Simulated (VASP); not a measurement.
# Cu (P6/mmm) in VASP: further runs

Cu is run at these levels: PBE; tasks: single point.

All numbers are computed with VASP 6.6.1; they aren't measurements. Logs are shortened: lines on timing, memory, paths and dates and some standing lists are left out, and cuts for length are marked.

## 1. The cell of the first run

It takes space group P6/mmm (No. 191, hexagonal). The conventional cell has a = 2.432 Å, b = 2.432 Å, c = 2.272 Å, α = 90.00°, β = 90.00°, γ = 120.00°. Cu (site symmetry 6/mmm) has 8 Cu at 2.27 to 2.43 Å within 3.0 Å.

This isn't the form of Cu at room conditions, which is fcc.

## 2. Single point, PBE

Contents of INCAR:

```
PREC = Accurate ; ENCUT = 520
EDIFF = 1E-7 ; ISMEAR = 0
SIGMA = 0.1 ; LREAL = F
LASPH = T ; NELM = 100
ALGO = Normal ; ISIF = 2
LWAVE = F ; LCHARG = F
GGA = PE ; NBANDS = 12
```

Contents of KPOINTS:

```
regular mesh
0
Gamma
  9 9 8
```

Contents of POSCAR:

```
Cu
1.0
    2.4315647400      0.0000000000      0.0000000000
   -1.2157823700      2.1057968357      0.0000000000
    0.0000000000      0.0000000000      2.2719933039
Cu
1
Direct
    0.0000000000      0.0000000000      0.0000000000
```

Potentials or basis: VASP PAW PBE potentials, release 64 (Cu).

Command:

```bash
cat potpaw_PBE.64/Cu/POTCAR > POTCAR
mpirun -np 1 vasp_std > vasp.out
```

OUTCAR:

```text
PREC = Accurate
   ENCUT = 520
   EDIFF = 1E-7
   ISMEAR = 0
   LREAL = F
   LASPH = T
   NELM = 100
   ISIF = 2
   GGA = PE

 ion  position               nearest neighbor table
   1  0.000  0.000  0.000-

  LATTYP: Found a hexagonal cell.
 ALAT       =     2.4315647400
 C/A-ratio  =     0.9343750000

  Lattice vectors:

 A1 = (   2.4315647400,   0.0000000000,   0.0000000000)
 A2 = (  -1.2157823700,   2.1057968357,   0.0000000000)
 A3 = (   0.0000000000,   0.0000000000,   2.2719933039)

Analysis of symmetry for initial positions (statically):
=====================================================================
 Subroutine PRICEL returns:
 Original cell was already a primitive cell.

 Routine SETGRP: Setting up the symmetry group for a
 hexagonal supercell.

 Subroutine GETGRP returns: Found 24 space group operations
 (whereof 24 operations were pure point group operations)
 out of a pool of 24 trial point group operations.

The static configuration has the point symmetry D_6h.

Analysis of symmetry for dynamics (positions and initial velocities):
=====================================================================
 Subroutine PRICEL returns:
 Original cell was already a primitive cell.

 Routine SETGRP: Setting up the symmetry group for a
 hexagonal supercell.

 Subroutine GETGRP returns: Found 24 space group operations
 (whereof 24 operations were pure point group operations)
 out of a pool of 24 trial point group operations.

The dynamic configuration has the point symmetry D_6h.

 Subroutine INISYM returns: Found 24 space group operations
 (whereof 24 operations are pure point group operations),
 and found     1 'primitive' translations

----------------------------------------------------------------------------------------

                                     Primitive cell

  volume of cell :      11.6335

  direct lattice vectors                    reciprocal lattice vectors
     2.431564740  0.000000000  0.000000000     0.411257814  0.237439810  0.000000000
    -1.215782370  2.105796836  0.000000000     0.000000000  0.474879619  0.000000000
     0.000000000  0.000000000  2.271993304     0.000000000  0.000000000  0.440142142

  length of vectors
     2.431564740  2.431564740  2.271993304     0.474879619  0.474879619  0.440142142

  position of ions in fractional coordinates (direct lattice)
     0.000000000  0.000000000  0.000000000

  ion indices of the primitive-cell ions
   primitive index   ion index
                 1           1

----------------------------------------------------------------------------------------

 KPOINTS: regular mesh

Automatic generation of k-mesh.
 Grid dimensions read from file:
 generate k-points for:    9    9    8

 Generating k-lattice:

  Cartesian coordinates                     Fractional coordinates (reciprocal lattice)
     0.045695313  0.026382201  0.000000000     0.111111111  0.000000000  0.000000000
     0.000000000  0.052764402  0.000000000     0.000000000  0.111111111  0.000000000
     0.000000000  0.000000000  0.055017768     0.000000000  0.000000000  0.125000000

  Length of vectors
     0.052764402  0.052764402  0.055017768

  Shift w.r.t. Gamma in fractional coordinates (k-lattice)
     0.000000000  0.000000000  0.000000000

 Subroutine IBZKPT returns following result:
 ===========================================

 Found     60 irreducible k-points:

 Following reciprocal coordinates:
            Coordinates               Weight
  0.000000  0.000000  0.000000      1.000000
  0.111111  0.000000  0.000000      6.000000
  0.222222  0.000000  0.000000      6.000000
  0.333333  0.000000  0.000000      6.000000
  0.444444  0.000000  0.000000      6.000000
  0.111111  0.111111  0.000000      6.000000
[... 16 lines left out ...]
  0.333333  0.222222  0.125000     24.000000
  0.333333  0.333333  0.125000      4.000000
 [... further k-points ...]
   k-points           NKPTS =     60   k-points in BZ     NKDIM =     60   number of bands    NBANDS=     12
   number of dos      NEDOS =    301   number of ions     NIONS =      1
   total plane-waves  NPLWV =   5832
   dimension x,y,z NGX =    18 NGY =   18 NGZ =   18
   dimension x,y,z NGXF=    36 NGYF=   36 NGZF=   36
   ions per type =               1
   NGX,Y,Z   is equivalent  to a cutoff of  12.31, 12.31, 13.17 a.u.
   NGXF,Y,Z  is equivalent  to a cutoff of  24.61, 24.61, 26.34 a.u.
 SYSTEM =  unknown system
   PREC   = accura    normal or accurate (medium, high low for compatibility)
   ISTART =      0    job   : 0-new  1-cont  2-samecut
   ICHARG =      2    charge: 1-file 2-atom 10-const
   ISPIN  =      1    spin polarized calculation?
   LNONCOLLINEAR =      F non collinear calculations
   LSORBIT =      F    spin-orbit coupling
   LASPH  =      T    aspherical Exc in radial PAW
   ENCUT  =  520.0 eV  38.22 Ry    6.18 a.u.   4.52  4.52  4.22*2*pi/ulx,y,z
   NELM   =    100;   NELMIN=  2; NELMDL= -5     # of ELM steps
   EDIFF  = 0.1E-06   stopping-criterion for ELM
   LREAL  =      F    real-space projection
   EDIFFG = 0.1E-05   stopping-criterion for IOM
   NSW    =      0    number of steps for IOM
   IBRION =     -1    ionic relax: 0-MD 1-quasi-New 2-CG
   NFREE  =      0    steps in history (QN), initial steepest desc. (CG)
   ISIF   =      2    stress and relaxation
   ISYM   =      2    0-nonsym 1-usesym 2-fastsym
   POTIM  = 0.5000    time-step for ionic-motion
   TEBEG  =    0.0;   TEEND  =   0.0 temperature during run
   PSTRESS=    0.0 pullay stress
   NELECT =      11.0000    total number of electrons
   NUPDOWN=      -1.0000    fix difference up-down
   EMIN   =  10.00;   EMAX   =-10.00  energy-range for DOS
   EFERMI =   0.00;   METHOD = LEGACY
   ISMEAR =     0;   SIGMA  =   0.10  broadening in eV -4-tet -1-fermi 0-gaus
   EFERMI_NEDOS =   21; number of points for ismear=-14 and -15
   IALGO  =     38    algorithm
   IMIX   =      4    mixing-type and parameters
     AMIX     =   0.40;   BMIX     =  1.00
     AMIX_MAG =   1.60;   BMIX_MAG =  1.00
  volume/ion in A,a.u.               =      11.63        78.51
  Fermi-wavevector in a.u.,A,eV,Ry     =   1.606828  3.036464 35.128812  2.581895
  Thomas-Fermi vector in A             =   2.702953
   LORBIT       =      0    0 simple, 1 ext, 2 COOP (PROOUT), +10 PAW based schemes
   GGA     = PE    functional components
   LHFCALC =     F    Hartree Fock is set to
   AEXX    =    0.0000 exact exchange contribution
   IVDW    =     0    specifies the selected vdW correction
   LEPSILON=     F    determine dielectric tensor
   LRPA    =     F    only Hartree local field effects (RPA)
 non-spin polarized calculation
 Gauss-broadening in eV      SIGMA  =   0.10
  energy-cutoff  :      520.00
  volume of cell :       11.63
 maximum number of plane-waves:       332
 NGX is ok and might be reduce to    18
   NGX =  9   NGY =  9   NGZ =  9

 number of electron      11.0000006 magnetization

 Free energy of the ion-electron system (eV)
  ---------------------------------------------------
  ext. energy  EPLUGINS =         0.00000000
  ---------------------------------------------------
  free energy    TOTEN  =        -3.38143314 eV

  energy without entropy =       -3.38035916  energy(sigma->0) =       -3.38089615

 E-fermi :   7.7558     XC(G=0): -12.7637

 val. band max:        7.6642619169   @ k =   0.2222   0.1111   0.3750
 cond. band min:       7.8751926259   @ k =   0.4444   0.1111   0.0000
 fundamental gap:      0.2109307090
 Fermi energy:         7.7558195712

 k-point     1 :       0.0000    0.0000    0.0000
  band No.  band energies     occupation
      1      -1.6474      2.00000
      2       3.1528      2.00000
      3       4.6427      2.00000
      4       4.6427      2.00000
      5       6.2444      2.00000
      6       6.2444      2.00000
      7      27.0267      0.00000
      8      30.5063      0.00000
      9      31.4940      0.00000
     10      32.2524      0.00000
     11      32.2524      0.00000
     12      34.8511      0.00000

 k-point     2 :       0.1111    0.0000    0.0000
  band No.  band energies     occupation
      1      -1.2070      2.00000
      2       3.2351      2.00000
      3       4.5069      2.00000
      4       4.8150      2.00000
      5       6.1352      2.00000
      6       6.2238      2.00000
      7      26.8301      0.00000
      8      27.6127      0.00000
      9      29.7204      0.00000
     10      30.4296      0.00000
     11      32.1215      0.00000
     12      37.9010      0.00000

 k-point     3 :       0.2222    0.0000    0.0000
  band No.  band energies     occupation
      1       0.0381      2.00000
      2       3.4181      2.00000
      3       4.2642      2.00000
      4       5.2739      2.00000
      5       5.8707      2.00000
      6       6.1718      2.00000
      7      21.2116      0.00000
      8      26.8197      0.00000
      9      29.2893      0.00000
     10      29.5579      0.00000
     11      32.6332      0.00000
     12      42.3019      0.00000

 k-point     4 :       0.3333    0.0000    0.0000
  band No.  band energies     occupation
      1       1.6678      2.00000
      2       3.4575      2.00000
      3       4.5697      2.00000
      4       5.5882      2.00000
      5       5.8429      2.00000
      6       6.1132      2.00000
      7      16.1111      0.00000
      8      24.6213      0.00000
      9      28.9646      0.00000
     10      31.8574      0.00000
     11      33.3489      0.00000
     12      43.3546      0.00000

 k-point     5 :       0.4444    0.0000    0.0000
  band No.  band energies     occupation
      1       2.4759      2.00000
      2       3.5092      2.00000
      3       5.4131      2.00000
      4       6.0602      2.00000
      5       6.0751      2.00000
      6       6.2480      2.00000
      7      12.1723      0.00000
      8      23.4101      0.00000
      9      28.6718      0.00000
     10      34.0939      0.00000
     11      35.0000      0.00000
     12      39.3293      0.00000
[... 228 lines left out ...]
      1       2.9405      2.00000
      2       3.9118      2.00000
      3       4.4859      2.00000
      4       5.7998      2.00000
      5       5.8222      2.00000
      6       8.6134      0.00000
      7      11.6456      0.00000
      8      20.7453      0.00000
      9      30.3178      0.00000
     10      31.4349      0.00000
     11      33.1552      0.00000
     12      41.9163      0.00000

 k-point    22 :       0.2222    0.2222    0.1250
  band No.  band energies     occupation
      1       2.8839      2.00000
      2       3.7981      2.00000
      3       4.0255      2.00000
      4       5.3955      2.00000
      5       5.7648      2.00000
      6       7.2127      2.00000
      7      17.5061      0.00000
      8      17.5238      0.00000
      9      27.7273      0.00000
     10      37.0001      0.00000
     11      38.0458      0.00000
     12      38.4428      0.00000

 k-point    23 :       0.3333    0.2222    0.1250
  band No.  band energies     occupation
      1       3.4596      2.00000
      2       3.8978      2.00000
      3       4.2241      2.00000
      4       5.4141      2.00000
      5       5.6310      2.00000
      6       9.3412      0.00000
      7      13.2384      0.00000
      8      16.6035      0.00000
      9      30.2389      0.00000
     10      33.7889      0.00000
     11      37.1817      0.00000
     12      39.1477      0.00000

 k-point    24 :       0.3333    0.3333    0.1250
  band No.  band energies     occupation
      1       3.9406      2.00000
      2       3.9406      2.00000
      3       3.9837      2.00000
      4       5.4384      2.00000
      5       5.4384      2.00000
      6      12.2957      0.00000
      7      12.2957      0.00000
      8      13.3384      0.00000
      9      32.6110      0.00000
     10      32.6110      0.00000
     11      35.6790      0.00000
     12      43.8212      0.00000

 [... further k-points ...]

------------------------ aborting loop because EDIFF is reached ----------------------------------------

  FORCE on cell =-STRESS in cart. coord.  units (eV):
  Direction    XX          YY          ZZ          XY          YZ          ZX
  --------------------------------------------------------------------------------------
  -------------------------------------------------------------------------------------
  Total        0.8682815      0.8682815      2.1732742      0.0000000     -0.0000000      0.0000000
  in kB      119.5808895    119.5808895    299.3062339      0.0000000     -0.0000000      0.0000000
  external PRESSURE =     179.4893376 kB  Pullay stress =       0.0000000 kB

 VOLUME and BASIS-vectors are now :
 -----------------------------------------------------------------------------
  energy-cutoff  :      520.00
  volume of cell :       11.63
      direct lattice vectors                 reciprocal lattice vectors
     2.431564740  0.000000000  0.000000000     0.411257814  0.237439810  0.000000000
    -1.215782370  2.105796836  0.000000000     0.000000000  0.474879619  0.000000000
     0.000000000  0.000000000  2.271993304     0.000000000  0.000000000  0.440142142

 POSITION                                       TOTAL-FORCE (eV/Angst)
 -----------------------------------------------------------------------------------
      0.00000      0.00000      0.00000         0.000000      0.000000      0.000000
 -----------------------------------------------------------------------------------
    total drift:                               -0.000000      0.000000      0.000000

  FREE ENERGIE OF THE ION-ELECTRON SYSTEM (eV)
  ---------------------------------------------------
  free  energy   TOTEN  =        -3.3814331420 eV

  energy  without entropy=       -3.3803591636  energy(sigma->0) =       -3.38089615
```

It took 12 s on 1 thread of Intel Xeon 8259CL, shared host; peak memory 0.12 GiB.

Results:

```
Free energy            : -3.3814 eV
Pressure               : 17.9 GPa
Band gap on the k mesh : zero (an odd number of electrons rules out a gap without spin polarisation)
```

Stress tensor (GPa, compression positive):
```
11.96  0.00  0.00
 0.00 11.96  0.00
 0.00  0.00 29.93
```

Caveat: the cell stands under pressure.

## 3. Single point, PBE

This run uses another cell than the first one, of 13.01 Å³/atom.

Contents of INCAR:

```
ALGO = Fast
EDIFF = 1E-7
ENCUT = 520
GGA = PE
ISIF = 2
ISMEAR = 0
LASPH = True
LCHARG = False
LREAL = False
LWAVE = False
NBANDS = 12
NELM = 60
PREC = Accurate
SIGMA = 0.1
```

Contents of KPOINTS:

```
k-points
0
Gamma
  9 9 8
```

Contents of POSCAR:

```
Cu
1.0
    2.4887533273      0.0000000000      0.0000000000
   -1.2443766636      2.1553236052      0.0000000000
    0.0000000000      0.0000000000      2.4261964439
Cu
1
Direct
    0.0000000000      0.0000000000      0.0000000000
```

Potentials or basis: VASP PAW PBE potentials, release 64 (Cu).

Command:

```bash
cat potpaw_PBE.64/Cu/POTCAR > POTCAR
mpirun -np 1 vasp_std > vasp.out
```

Run time: 14 s. Hardware: 1 thread of Intel Xeon 8259CL, shared host; peak memory 0.13 GiB.

The run converged. Its results:

| Item | Value |
| --- | --- |
| Free energy | -3.4691 eV |
| Pressure | 0.5 GPa |
| Band gap on the k mesh | zero (an odd number of electrons rules out a gap without spin polarisation) |

Stress tensor (GPa, compression positive):
```
0.48 0.00 0.00
0.00 0.48 0.00
0.00 0.00 0.58
```

Levels at points of the mesh, in eV from the Fermi level:
| k point | band 3 | band 4 | band 5 | band 6 | band 7 | band 8 | band 9 | band 10 |
| --- | --- | --- | --- | --- | --- | --- | --- | --- |
| (0.00, 0.00, 0.00) | -2.71 | -2.71 | -1.38 | -1.38 | 16.59 | 21.05 | 22.58 | 23.75 |
| (0.00, 0.00, 0.50) | -2.53 | -2.02 | -2.02 | -1.77 | 1.67 | 26.90 | 28.79 | 29.54 |
